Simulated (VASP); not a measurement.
# Au (Fm-3m) in VASP: notebook, part 3 of 3

VASP 6.6.1. Earlier steps stand in the parts before.

### 4 Relaxation of cell and atoms, LDA

INCAR reads:

```
SYSTEM = Au
PREC = Accurate ; ENCUT = 600
EDIFF = 1E-7 ; ISMEAR = 0
SIGMA = 0.1 ; LREAL = .False.
LASPH = .True. ; NELM = 60
ALGO = Normal ; ISIF = 3
LWAVE = .False. ; LCHARG = .False.
GGA = CA ; IBRION = 2
NSW = 100 ; EDIFFG = -0.005
```

KPOINTS reads:

```
regular mesh
0
Gamma
  18 18 18
  0 0 0
```

POSCAR reads:

```
Au
1.0
    0.0000000000      2.0287962929      2.0287962929
    2.0287962929      0.0000000000      2.0287962929
    2.0287962929      2.0287962929      0.0000000000
Au
1
Direct
    0.0000000000      0.0000000000      0.0000000000
```

Potentials or basis: VASP PAW LDA potentials, release 64 (Au).

Command:

```sh
$ cat potpaw_LDA.64/Au/POTCAR > POTCAR
$ mpirun -np 1 vasp_std > vasp.out
```

OUTCAR:

```text
SYSTEM = Au
   PREC = Accurate
   ENCUT = 600
   EDIFF = 1E-7
   ISMEAR = 0
   LREAL = .False.
   LASPH = .True.
   NELM = 60
   ISIF = 3
   GGA = CA
   IBRION = 2
   NSW = 100
   EDIFFG = -0.005

 ion  position               nearest neighbor table
   1  0.000  0.000  0.000-

  LATTYP: Found a face centered cubic cell.
 ALAT       =     4.0575925858

  Lattice vectors:

 A1 = (   0.0000000000,   2.0287962929,   2.0287962929)
 A2 = (   2.0287962929,   0.0000000000,   2.0287962929)
 A3 = (   2.0287962929,   2.0287962929,   0.0000000000)

Analysis of symmetry for initial positions (statically):
=====================================================================
 Subroutine PRICEL returns:
 Original cell was already a primitive cell.

 Routine SETGRP: Setting up the symmetry group for a
 face centered cubic supercell.

 Subroutine GETGRP returns: Found 48 space group operations
 (whereof 48 operations were pure point group operations)
 out of a pool of 48 trial point group operations.

The static configuration has the point symmetry O_h .

Analysis of symmetry for dynamics (positions and initial velocities):
=====================================================================
 Subroutine PRICEL returns:
 Original cell was already a primitive cell.

 Routine SETGRP: Setting up the symmetry group for a
 face centered cubic supercell.

 Subroutine GETGRP returns: Found 48 space group operations
 (whereof 48 operations were pure point group operations)
 out of a pool of 48 trial point group operations.

The dynamic configuration has the point symmetry O_h .

 Subroutine INISYM returns: Found 48 space group operations
 (whereof 48 operations are pure point group operations),
 and found     1 'primitive' translations

----------------------------------------------------------------------------------------

                                     Primitive cell

  volume of cell :      16.7011

  direct lattice vectors                    reciprocal lattice vectors
     0.000000000  2.028796293  2.028796293    -0.246451554  0.246451554  0.246451554
     2.028796293  0.000000000  2.028796293     0.246451554 -0.246451554  0.246451554
     2.028796293  2.028796293  0.000000000     0.246451554  0.246451554 -0.246451554

  length of vectors
     2.869151233  2.869151233  2.869151233     0.426866614  0.426866614  0.426866614

  position of ions in fractional coordinates (direct lattice)
     0.000000000  0.000000000  0.000000000

  ion indices of the primitive-cell ions
   primitive index   ion index
                 1           1

----------------------------------------------------------------------------------------

 KPOINTS: regular mesh

Automatic generation of k-mesh.
 Grid dimensions read from file:
 generate k-points for:   18   18   18

 Generating k-lattice:

[... 21 lines left out ...]
  0.166667  0.000000  0.000000      8.000000
  0.222222  0.000000  0.000000      8.000000
  0.277778  0.000000  0.000000      8.000000
[... 16 lines left out ...]
 -0.277778  0.055556  0.000000     24.000000
 -0.222222  0.055556  0.000000     24.000000
 [... further k-points ...]
   k-points           NKPTS =    195   k-points in BZ     NKDIM =    195   number of bands    NBANDS=      9
   number of dos      NEDOS =    301   number of ions     NIONS =      1
   total plane-waves  NPLWV =  13824
   dimension x,y,z NGX =    24 NGY =   24 NGZ =   24
   dimension x,y,z NGXF=    48 NGYF=   48 NGZF=   48
   ions per type =               1
   NGX,Y,Z   is equivalent  to a cutoff of  13.91, 13.91, 13.91 a.u.
   NGXF,Y,Z  is equivalent  to a cutoff of  27.81, 27.81, 27.81 a.u.
 SYSTEM =  Au
   PREC   = accura    normal or accurate (medium, high low for compatibility)
   ISTART =      0    job   : 0-new  1-cont  2-samecut
   ICHARG =      2    charge: 1-file 2-atom 10-const
   ISPIN  =      1    spin polarized calculation?
   LNONCOLLINEAR =      F non collinear calculations
   LSORBIT =      F    spin-orbit coupling
   LASPH  =      T    aspherical Exc in radial PAW
   ENCUT  =  600.0 eV  44.10 Ry    6.64 a.u.   5.73  5.73  5.73*2*pi/ulx,y,z
   NELM   =     60;   NELMIN=  2; NELMDL= -5     # of ELM steps
   EDIFF  = 0.1E-06   stopping-criterion for ELM
   LREAL  =      F    real-space projection
   EDIFFG = -.5E-02   stopping-criterion for IOM
   NSW    =    100    number of steps for IOM
   IBRION =      2    ionic relax: 0-MD 1-quasi-New 2-CG
   NFREE  =      1    steps in history (QN), initial steepest desc. (CG)
   ISIF   =      3    stress and relaxation
   ISYM   =      2    0-nonsym 1-usesym 2-fastsym
   POTIM  = 0.5000    time-step for ionic-motion
   TEBEG  =    0.0;   TEEND  =   0.0 temperature during run
   PSTRESS=    0.0 pullay stress
   NELECT =      11.0000    total number of electrons
   NUPDOWN=      -1.0000    fix difference up-down
   EMIN   =  10.00;   EMAX   =-10.00  energy-range for DOS
   EFERMI =   0.00;   METHOD = LEGACY
   ISMEAR =     0;   SIGMA  =   0.10  broadening in eV -4-tet -1-fermi 0-gaus
   EFERMI_NEDOS =   21; number of points for ismear=-14 and -15
   IALGO  =     38    algorithm
   IMIX   =      4    mixing-type and parameters
     AMIX     =   0.40;   BMIX     =  1.00
     AMIX_MAG =   1.60;   BMIX_MAG =  1.00
  volume/ion in A,a.u.               =      16.70       112.70
  Fermi-wavevector in a.u.,A,eV,Ry     =   1.424374  2.691676 27.604051  2.028840
  Thomas-Fermi vector in A             =   2.544872
   LORBIT       =      0    0 simple, 1 ext, 2 COOP (PROOUT), +10 PAW based schemes
   GGA     = CA    functional components
   LHFCALC =     F    Hartree Fock is set to
   AEXX    =    0.0000 exact exchange contribution
   IVDW    =     0    specifies the selected vdW correction
   LEPSILON=     F    determine dielectric tensor
   LRPA    =     F    only Hartree local field effects (RPA)
 conjugate gradient relaxation of ions
 non-spin polarized calculation
 Gauss-broadening in eV      SIGMA  =   0.10
  energy-cutoff  :      600.00
  volume of cell :       16.70
 maximum number of plane-waves:       568
   NGX = 11   NGY = 11   NGZ = 11

--------------------------------------- Ionic step        1  -------------------------------------------

 number of electron      10.9999999 magnetization

 Free energy of the ion-electron system (eV)
  ---------------------------------------------------
  ext. energy  EPLUGINS =         0.00000000
  ---------------------------------------------------
  free energy    TOTEN  =        -4.44595322 eV

  energy without entropy =       -4.44450264  energy(sigma->0) =       -4.44522793

------------------------ aborting loop because EDIFF is reached ----------------------------------------

  FORCE on cell =-STRESS in cart. coord.  units (eV):
  Direction    XX          YY          ZZ          XY          YZ          ZX
  --------------------------------------------------------------------------------------
  -------------------------------------------------------------------------------------
  Total       -0.0754255     -0.0754255     -0.0754255     -0.0000000      0.0000000      0.0000000
  in kB       -7.2357520     -7.2357520     -7.2357520     -0.0000000      0.0000000      0.0000000
  external PRESSURE =      -7.2357520 kB  Pullay stress =       0.0000000 kB
[... 57 lines left out ...]
--------------------------------------- Ionic step        3  -------------------------------------------

 number of electron      10.9999999 magnetization

 Free energy of the ion-electron system (eV)
  ---------------------------------------------------
  ext. energy  EPLUGINS =         0.00000000
  ---------------------------------------------------
  free energy    TOTEN  =        -4.44609646 eV

  energy without entropy =       -4.44464067  energy(sigma->0) =       -4.44536856

 E-fermi :   9.6742     XC(G=0): -13.1220

 val. band max:        9.6677150699   @ k =   0.4444   0.4444   0.0000
 cond. band min:       9.6866791067   @ k =   0.5000   0.2778   0.1111
 fundamental gap:      0.0189640367
 Fermi energy:         9.6741702187

 k-point     1 :       0.0000    0.0000    0.0000
  band No.  band energies     occupation
      1      -0.4747      2.00000
      2       4.8553      2.00000
      3       4.8553      2.00000
      4       4.8553      2.00000
      5       6.4604      2.00000
      6       6.4604      2.00000
      7      24.1464      0.00000
      8      28.2394      0.00000
      9      28.2394      0.00000
[... 265 lines left out ...]
 k-point    24 :      -0.2222    0.0556    0.0000
  band No.  band energies     occupation
      1       1.3586      2.00000
      2       4.5690      2.00000
      3       5.1758      2.00000
      4       5.2161      2.00000
      5       6.3539      2.00000
      6       6.8611      2.00000
      7      21.4111      0.00000
      8      25.3293      0.00000
      9      28.4101      0.00000

 [... further k-points ...]
[... 5 lines left out ...]
  --------------------------------------------------------------------------------------
  -------------------------------------------------------------------------------------
  Total        0.0001454      0.0001454      0.0001454      0.0000000      0.0000000     -0.0000000
  in kB        0.0140021      0.0140021      0.0140021      0.0000000      0.0000000     -0.0000000
  external PRESSURE =       0.0140021 kB  Pullay stress =       0.0000000 kB
[... 16 lines left out ...]
  FREE ENERGIE OF THE ION-ELECTRON SYSTEM (eV)
  ---------------------------------------------------
  free  energy   TOTEN  =        -4.4460964557 eV

  energy  without entropy=       -4.4446406729  energy(sigma->0) =       -4.44536856

 reached required accuracy - stopping structural energy minimisation
```

CONTCAR:

```text
Au
   1.00000000000000
    -0.0000000000000000    2.0262386752299433    2.0262386752299433
     2.0262386752299433    0.0000000000000000    2.0262386752299433
     2.0262386752299433    2.0262386752299433    0.0000000000000000
  Au
     1
Direct
     0.0000000000000000    0.0000000000000000    0.0000000000000000

  0.00000000E+00  0.00000000E+00  0.00000000E+00
```

Run time: 22 s. Hardware: 1 thread of Intel Xeon Platinum 8488C (Sapphire Rapids), shared host; peak memory 0.16 GiB.

What came out:

* Free energy: -4.4461 eV
* Relaxed volume: 16.64 Å³/atom
* Relaxed cell: a = 2.866 Å, b = 2.866 Å, c = 2.866 Å, α = 60.00°, β = 60.00°, γ = 60.00°
* Space group after relaxing (to 0.05 Å): Fm-3m (No. 225)
* Energy gained by relaxing: 0.1 meV/atom
* Ionic steps: 3
* Pressure after relaxing: 0.0 GPa

The path:
```csv
step,energy change (eV),largest force (eV/Å),pressure (GPa),volume (Å³)
1,0.0000,0.0000,-0.72,16.70
2,0.0004,0.0000,1.41,16.52
3,-0.0001,0.0000,0.00,16.64
```

Final structure:
```
Au
1.0
     0.00000    2.02624    2.02624
     2.02624    0.00000    2.02624
     2.02624    2.02624    0.00000
Au
1
Direct
  0.00000 0.00000 0.00000
```

Levels at points of the mesh, in eV from the Fermi level:
```csv
k point,band 4,band 5,band 6,band 7,band 8,band 9
"(0.00, 0.00, 0.00)",-4.82,-3.21,-3.21,14.47,18.57,18.57
"(0.50, 0.00, 0.00)",-1.96,-1.96,-1.10,3.20,13.93,17.22
"(0.50, 0.50, 0.00)",-1.62,-1.62,0.92,5.96,10.01,10.01
```

Caveat: spin-orbit coupling is left out, which moves the levels of the heavy elements.

### 5 Relaxation of cell and atoms, LDA

This run uses another cell than the first one, of 18.14 Å³/atom, 1.086 times its volume.

INCAR reads:

```
SYSTEM = Au
PREC = Accurate
ENCUT = 500
EDIFF = 1E-7
ISMEAR = 0
SIGMA = 0.1
LREAL = .False.
LASPH = .True.
NELM = 120
ALGO = Normal
ISIF = 3
LWAVE = .False.
LCHARG = .False.
GGA = CA
IBRION = 2
NSW = 100
EDIFFG = -0.05
GGA_COMPAT = .False.
NELMIN = 4
```

KPOINTS reads:

```
Automatic mesh
0
Gamma
  8 8 8
  0 0 0
```

POSCAR reads:

```
Au
1.0
    0.0000000000      2.0856442700      2.0856442700
    2.0856442700      0.0000000000      2.0856442700
    2.0856442700      2.0856442700      0.0000000000
Au
1
Direct
    0.0000000000      0.0000000000      0.0000000000
```

Potentials or basis: VASP PAW LDA potentials, release 64 (Au_sv_GW).

Command:

```sh
$ cat potpaw_LDA.64/Au_sv_GW/POTCAR > POTCAR
$ mpirun -np 1 vasp_std > vasp.out
```

Wall time 22 s (1 thread of Intel Xeon 6975P-C (Granite Rapids), shared host); peak memory 0.14 GiB.

It converged, with:

```
Free energy                            : -3.7585 eV
Relaxed volume                         : 16.68 Å³/atom
Relaxed cell                           : a = 2.868 Å, b = 2.868 Å, c = 2.868 Å, α = 60.00°, β = 60.00°, γ = 60.00°
Space group after relaxing (to 0.05 Å) : Fm-3m (No. 225)
Energy gained by relaxing              : 70.3 meV/atom
Ionic steps                            : 4
Pressure after relaxing                : -0.2 GPa
```

The path:
| step | energy change (eV) | largest force (eV/Å) | pressure (GPa) | volume (Å³) |
| --- | --- | --- | --- | --- |
| 1 | 0.0000 | 0.0000 | -13.89 | 18.14 |
| 2 | 0.2180 | 0.0000 | 46.01 | 14.32 |
| 3 | -0.0701 | 0.0000 | -0.78 | 16.73 |
| 4 | -0.0703 | 0.0000 | -0.20 | 16.68 |

Final structure:
```xyz
1
Lattice="0.0000 2.0279 2.0279 2.0279 0.0000 2.0279 2.0279 2.0279 0.0000" Properties=species:S:1:pos:R:3 pbc="T T T"
Au    2.0279    0.0000    2.0279
```

Levels at points of the mesh, in eV from the Fermi level:
```
           k point  band 7  band 8  band 9  band 10  band 11  band 12  band 13
(0.00, 0.00, 0.00)   -4.78   -4.78   -3.18    -3.18    14.51    18.57    18.57
(0.50, 0.00, 0.00)   -4.82   -1.93   -1.93    -1.05     3.22    13.97    17.24
(0.50, 0.50, 0.00)   -1.97   -1.60   -1.60     0.96     5.98    10.06    10.06
```

Caveat: spin-orbit coupling is left out, which moves the levels of the heavy elements.

### 6 Overview

| task | potentials or basis | cell | k mesh | cutoff (eV) | second run | gap on the mesh (eV) | pressure (GPa) | relaxed volume (Å³/atom) |
| --- | --- | --- | --- | --- | --- | --- | --- | --- |
| single point | VASP PAW LDA potentials, release 64 (Au) | a = 2.869 Å, angles 60.0°, 1 atom | 8 × 8 × 8 | 520 | - | none | 0.1 | - |
| single point | VASP PAW LDA potentials, release 64 (Au) | a = 2.863 Å, angles 60.0°, 1 atom | 18 × 18 × 18 | 520 | - | none | 0.5 | - |
| relaxation of cell and atoms | VASP PAW LDA potentials, release 64 (Au) | relaxed from a = 2.869 Å, angles 60.0°, 1 atom | 18 × 18 × 18 | 600 | - | none | 0.0 | 16.64 |
| relaxation of cell and atoms | VASP PAW LDA potentials, release 64 (Au_sv_GW) | relaxed from a = 2.950 Å, angles 60.0°, 1 atom | 8 × 8 × 8 | 500 | valence_matched | none | -0.2 | 16.68 |

Alike in all rows: level LDA; no spin polarisation; smearing gaussian 0.1 eV.

Caveats: spin-orbit coupling is left out, which moves the levels of the heavy elements.

Total energies depend on the potentials used, so only differences within one code and one set of settings carry meaning.
